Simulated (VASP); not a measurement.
# KCl (Fm-3m) in VASP: a series of runs

KCl is run at these levels: r2SCAN; tasks: single point.

All numbers are computed with VASP 6.6.1; they aren't measurements. Logs are shortened: lines on timing, memory, paths and dates and some standing lists are left out, and cuts for length are marked.

## 1. The cell of the first run

It takes space group Fm-3m (No. 225, cubic). Conventional cell: a = 6.284 Å, b = 6.284 Å, c = 6.284 Å, α = 90.00°, β = 90.00°, γ = 90.00°. K (site symmetry m-3m) has 6 Cl at 3.14 Å within 4.1 Å. Cl (site symmetry m-3m) has 6 K at 3.14 Å within 4.1 Å.

## 2. Single point, r2SCAN

The input, POSCAR:

```
KCl
1.0
    0.0000000000      3.1418713000      3.1418713000
    3.1418713000      0.0000000000      3.1418713000
    3.1418713000      3.1418713000      0.0000000000
K Cl
1 1
Direct
    0.0000000000      0.0000000000      0.0000000000
    0.5000000000      0.5000000000      0.5000000000
```

The input, INCAR.step1:

```
SYSTEM = KCl
  PREC = Accurate
  ENCUT = 520
  ISMEAR = 0
  SIGMA = 0.1
  LREAL = .FALSE.
  LASPH = .TRUE.
  NELM = 60
  NBANDS = 15
  GGA = PE
  ALGO = Normal
  EDIFF = 1E-4
  LWAVE = .TRUE.
  LCHARG = .FALSE.
```

The input, INCAR.step2:

```
SYSTEM = KCl
  PREC = Accurate
  ENCUT = 520
  EDIFF = 1E-6
  ISMEAR = 0
  SIGMA = 0.1
  LREAL = .FALSE.
  LASPH = .TRUE.
  NELM = 60
  ALGO = Normal
  ISIF = 2
  LWAVE = .FALSE.
  LCHARG = .FALSE.
  METAGGA = R2SCAN
  LMIXTAU = .TRUE.
  NBANDS = 15
  ISTART = 1
```

The input, KPOINTS:

```
regular mesh
0
G
  6 6 6
  0 0 0
```

Potentials or basis: VASP PAW PBE potentials, release 64 (K_sv, Cl).

Launch:

```sh
> cat potpaw_PBE.64/K_sv/POTCAR potpaw_PBE.64/Cl/POTCAR > POTCAR
> cp INCAR.step1 INCAR
> mpirun -np 1 vasp_std > vasp.out
> cp INCAR.step2 INCAR
> mpirun -np 1 vasp_std > vasp.out
```

OUTCAR:

```text
SYSTEM = KCl
   PREC = Accurate
   ENCUT = 520
   EDIFF = 1E-6
   ISMEAR = 0
   LREAL = .FALSE.
   LASPH = .TRUE.
   NELM = 60
   ISIF = 2
   METAGGA = R2SCAN
   ISTART = 1

 ion  position               nearest neighbor table
   1  0.000  0.000  0.000-   2 3.14   2 3.14   2 3.14   2 3.14   2 3.14   2 3.14
   2  0.500  0.500  0.500-   1 3.14   1 3.14   1 3.14   1 3.14   1 3.14   1 3.14

  LATTYP: Found a face centered cubic cell.
 ALAT       =     6.2837426000

  Lattice vectors:

 A1 = (   0.0000000000,   3.1418713000,   3.1418713000)
 A2 = (   3.1418713000,   0.0000000000,   3.1418713000)
 A3 = (   3.1418713000,   3.1418713000,   0.0000000000)

Analysis of symmetry for initial positions (statically):
=====================================================================
 Subroutine PRICEL returns:
 Original cell was already a primitive cell.

 Routine SETGRP: Setting up the symmetry group for a
 face centered cubic supercell.

 Subroutine GETGRP returns: Found 48 space group operations
 (whereof 48 operations were pure point group operations)
 out of a pool of 48 trial point group operations.

The static configuration has the point symmetry O_h .

Analysis of symmetry for dynamics (positions and initial velocities):
=====================================================================
 Subroutine PRICEL returns:
 Original cell was already a primitive cell.

 Routine SETGRP: Setting up the symmetry group for a
 face centered cubic supercell.

 Subroutine GETGRP returns: Found 48 space group operations
 (whereof 48 operations were pure point group operations)
 out of a pool of 48 trial point group operations.

The dynamic configuration has the point symmetry O_h .

 Subroutine INISYM returns: Found 48 space group operations
 (whereof 48 operations are pure point group operations),
 and found     1 'primitive' translations

----------------------------------------------------------------------------------------

                                     Primitive cell

  volume of cell :      62.0291

  direct lattice vectors                    reciprocal lattice vectors
     0.000000000  3.141871300  3.141871300    -0.159140828  0.159140828  0.159140828
     3.141871300  0.000000000  3.141871300     0.159140828 -0.159140828  0.159140828
     3.141871300  3.141871300  0.000000000     0.159140828  0.159140828 -0.159140828

  length of vectors
     4.443277004  4.443277004  4.443277004     0.275640000  0.275640000  0.275640000

  position of ions in fractional coordinates (direct lattice)
     0.000000000  0.000000000  0.000000000
     0.500000000  0.500000000  0.500000000

  ion indices of the primitive-cell ions
   primitive index   ion index
                 1           1
                 2           2

----------------------------------------------------------------------------------------

 KPOINTS: regular mesh

Automatic generation of k-mesh.
 Grid dimensions read from file:
 generate k-points for:    6    6    6

 Generating k-lattice:

  Cartesian coordinates                     Fractional coordinates (reciprocal lattice)
    -0.026523471  0.026523471  0.026523471     0.166666667  0.000000000  0.000000000
     0.026523471 -0.026523471  0.026523471     0.000000000  0.166666667  0.000000000
     0.026523471  0.026523471 -0.026523471     0.000000000  0.000000000  0.166666667

  Length of vectors
     0.045940000  0.045940000  0.045940000

  Shift w.r.t. Gamma in fractional coordinates (k-lattice)
     0.000000000  0.000000000  0.000000000

 Subroutine IBZKPT returns following result:
 ===========================================

 Found     16 irreducible k-points:

 Following reciprocal coordinates:
            Coordinates               Weight
  0.000000  0.000000  0.000000      1.000000
  0.166667  0.000000  0.000000      8.000000
  0.333333  0.000000  0.000000      8.000000
  0.500000  0.000000  0.000000      4.000000
  0.166667  0.166667  0.000000      6.000000
  0.333333  0.166667  0.000000     24.000000
[... 8 lines left out ...]
 -0.333333  0.333333  0.166667     24.000000
 -0.333333  0.500000  0.166667     12.000000
   k-points           NKPTS =     16   k-points in BZ     NKDIM =     16   number of bands    NBANDS=     15
   number of dos      NEDOS =    301   number of ions     NIONS =      2
   total plane-waves  NPLWV =  46656
   dimension x,y,z NGX =    36 NGY =   36 NGZ =   36
   dimension x,y,z NGXF=    72 NGYF=   72 NGZF=   72
   ions per type =               1   1
   NGX,Y,Z   is equivalent  to a cutoff of  13.47, 13.47, 13.47 a.u.
   NGXF,Y,Z  is equivalent  to a cutoff of  26.94, 26.94, 26.94 a.u.
 SYSTEM =  KCl
   PREC   = accura    normal or accurate (medium, high low for compatibility)
   ISTART =      1    job   : 0-new  1-cont  2-samecut
   ICHARG =      0    charge: 1-file 2-atom 10-const
   ISPIN  =      1    spin polarized calculation?
   LNONCOLLINEAR =      F non collinear calculations
   LSORBIT =      F    spin-orbit coupling
   LASPH  =      T    aspherical Exc in radial PAW
   ENCUT  =  520.0 eV  38.22 Ry    6.18 a.u.   8.26  8.26  8.26*2*pi/ulx,y,z
   NELM   =     60;   NELMIN=  2; NELMDL=  0     # of ELM steps
   EDIFF  = 0.1E-05   stopping-criterion for ELM
   LREAL  =      F    real-space projection
   EDIFFG = 0.1E-04   stopping-criterion for IOM
   NSW    =      0    number of steps for IOM
   IBRION =     -1    ionic relax: 0-MD 1-quasi-New 2-CG
   NFREE  =      0    steps in history (QN), initial steepest desc. (CG)
   ISIF   =      2    stress and relaxation
   ISYM   =      2    0-nonsym 1-usesym 2-fastsym
   POTIM  = 0.5000    time-step for ionic-motion
   TEBEG  =    0.0;   TEEND  =   0.0 temperature during run
   PSTRESS=    0.0 pullay stress
   NELECT =      16.0000    total number of electrons
   NUPDOWN=      -1.0000    fix difference up-down
   EMIN   =  10.00;   EMAX   =-10.00  energy-range for DOS
   EFERMI =   0.00;   METHOD = LEGACY
   ISMEAR =     0;   SIGMA  =   0.10  broadening in eV -4-tet -1-fermi 0-gaus
   EFERMI_NEDOS =   21; number of points for ismear=-14 and -15
   IALGO  =     38    algorithm
   IMIX   =      4    mixing-type and parameters
     AMIX     =   0.40;   BMIX     =  1.00
     AMIX_MAG =   1.60;   BMIX_MAG =  1.00
  volume/ion in A,a.u.               =      31.01       209.30
  Fermi-wavevector in a.u.,A,eV,Ry     =   1.042117  1.969315 14.776031  1.086008
  Thomas-Fermi vector in A             =   2.176768
   LORBIT       =      0    0 simple, 1 ext, 2 COOP (PROOUT), +10 PAW based schemes
   METAGGA = R2SCAN    functional components
   LHFCALC =     F    Hartree Fock is set to
   AEXX    =    0.0000 exact exchange contribution
   IVDW    =     0    specifies the selected vdW correction
   LEPSILON=     F    determine dielectric tensor
   LRPA    =     F    only Hartree local field effects (RPA)
 non-spin polarized calculation
 Gauss-broadening in eV      SIGMA  =   0.10
  energy-cutoff  :      520.00
  volume of cell :       62.03
 maximum number of plane-waves:      1687
 NGX is ok and might be reduce to    36
   NGX = 17   NGY = 17   NGZ = 17

 number of electron      16.0000001 magnetization

 Free energy of the ion-electron system (eV)
  ---------------------------------------------------
  ext. energy  EPLUGINS =         0.00000000
  ---------------------------------------------------
  free energy    TOTEN  =       -16.50636351 eV

  energy without entropy =      -16.50636351  energy(sigma->0) =      -16.50636351

 E-fermi :  -1.7482     XC(G=0):  -7.9731

 val. band max:       -2.2468248823   @ k =   0.0000   0.0000   0.0000
 cond. band min:       3.5984905454   @ k =   0.0000   0.0000   0.0000
 fundamental gap:      5.8453154277
 Fermi energy:        -1.7481965424

 k-point     1 :       0.0000    0.0000    0.0000
  band No.  band energies     occupation
      1     -30.5047      2.00000
      2     -14.9220      2.00000
      3     -13.1961      2.00000
      4     -13.1961      2.00000
      5     -13.1961      2.00000
      6      -2.2468      2.00000
      7      -2.2468      2.00000
      8      -2.2468      2.00000
      9       3.5985      0.00000
     10       6.7889      0.00000
     11       6.7889      0.00000
     12       6.7889      0.00000
     13       7.8345      0.00000
     14       7.8345      0.00000
     15      11.1407      0.00000

 k-point     2 :       0.1667    0.0000    0.0000
  band No.  band energies     occupation
      1     -30.5021      2.00000
      2     -14.9662      2.00000
      3     -13.1982      2.00000
      4     -13.1982      2.00000
      5     -13.1370      2.00000
      6      -2.5554      2.00000
      7      -2.3321      2.00000
      8      -2.3321      2.00000
      9       4.2354      0.00000
     10       6.5703      0.00000
     11       7.1497      0.00000
     12       7.1497      0.00000
     13       8.2219      0.00000
     14       8.2219      0.00000
     15      12.1728      0.00000

 k-point     3 :       0.3333    0.0000    0.0000
  band No.  band energies     occupation
      1     -30.4968      2.00000
      2     -15.0474      2.00000
      3     -13.2024      2.00000
      4     -13.2024      2.00000
      5     -13.0252      2.00000
      6      -3.0737      2.00000
      7      -2.4941      2.00000
      8      -2.4941      2.00000
      9       5.4333      0.00000
     10       6.6317      0.00000
     11       8.1338      0.00000
     12       8.1338      0.00000
     13       9.2010      0.00000
     14       9.2010      0.00000
     15      11.5374      0.00000
[... 199 lines left out ...]
 k-point    15 :      -0.3333    0.3333    0.1667
  band No.  band energies     occupation
      1     -30.4917      2.00000
      2     -14.9550      2.00000
      3     -13.2721      2.00000
      4     -13.2544      2.00000
      5     -13.0919      2.00000
      6      -2.9611      2.00000
      7      -2.6913      2.00000
      8      -2.6031      2.00000
      9       6.2713      0.00000
     10       6.5248      0.00000
     11       8.4394      0.00000
     12       8.6324      0.00000
     13       9.7758      0.00000
     14      10.4923      0.00000
     15      10.5609      0.00000

 k-point    16 :      -0.3333    0.5000    0.1667
  band No.  band energies     occupation
      1     -30.4910      2.00000
      2     -14.8853      2.00000
      3     -13.3158      2.00000
      4     -13.2729      2.00000
      5     -13.1476      2.00000
      6      -2.8299      2.00000
      7      -2.6686      2.00000
      8      -2.6112      2.00000
      9       5.5342      0.00000
     10       7.2805      0.00000
     11       7.7439      0.00000
     12       8.8472      0.00000
     13       9.6170      0.00000
     14      10.2988      0.00000
     15      10.8992      0.00000

------------------------ aborting loop because EDIFF is reached ----------------------------------------

  FORCE on cell =-STRESS in cart. coord.  units (eV):
  Direction    XX          YY          ZZ          XY          YZ          ZX
  --------------------------------------------------------------------------------------
  -------------------------------------------------------------------------------------
  Total        0.0226613      0.0226613      0.0226613     -0.0000000      0.0000000     -0.0000000
  in kB        0.5853282      0.5853282      0.5853282     -0.0000000      0.0000000     -0.0000000
  external PRESSURE =       0.5853282 kB  Pullay stress =       0.0000000 kB

 VOLUME and BASIS-vectors are now :
 -----------------------------------------------------------------------------
  energy-cutoff  :      520.00
  volume of cell :       62.03
      direct lattice vectors                 reciprocal lattice vectors
     0.000000000  3.141871300  3.141871300    -0.159140828  0.159140828  0.159140828
     3.141871300  0.000000000  3.141871300     0.159140828 -0.159140828  0.159140828
     3.141871300  3.141871300  0.000000000     0.159140828  0.159140828 -0.159140828

 POSITION                                       TOTAL-FORCE (eV/Angst)
 -----------------------------------------------------------------------------------
      0.00000      0.00000      0.00000        -0.000000      0.000000     -0.000000
      3.14187      3.14187      3.14187         0.000000     -0.000000      0.000000
 -----------------------------------------------------------------------------------
    total drift:                                0.000000      0.000000      0.000000

  FREE ENERGIE OF THE ION-ELECTRON SYSTEM (eV)
  ---------------------------------------------------
  free  energy   TOTEN  =       -16.5063635108 eV

  energy  without entropy=      -16.5063635108  energy(sigma->0) =      -16.50636351
```

Wall time 34 s (1 thread of Intel Xeon 6975P-C (Granite Rapids), shared host); peak memory 0.21 GiB.

Results:

* Free energy: -16.5064 eV
* Pressure: 0.1 GPa
* Band gap on the k mesh: 5.85 eV

Levels at points of the mesh, in eV from the valence-band top:
| k point | band 4 | band 5 | band 6 | band 7 | band 8 | band 9 | band 10 | band 11 | band 12 | band 13 |
| --- | --- | --- | --- | --- | --- | --- | --- | --- | --- | --- |
| (0.00, 0.00, 0.00) | -10.95 | -10.95 | 0.00 | 0.00 | 0.00 | 5.85 | 9.04 | 9.04 | 9.04 | 10.08 |
| (0.50, 0.00, 0.00) | -10.96 | -10.73 | -1.05 | -0.32 | -0.32 | 8.15 | 9.26 | 11.34 | 11.34 | 12.20 |
| (0.50, 0.50, 0.00) | -11.00 | -11.00 | -0.67 | -0.23 | -0.23 | 7.03 | 9.24 | 10.72 | 11.12 | 11.58 |

Caveat: the PAW data sets were made with another functional, which shifts forces and pressure a little.

(Part 1 of 2 ends here.)
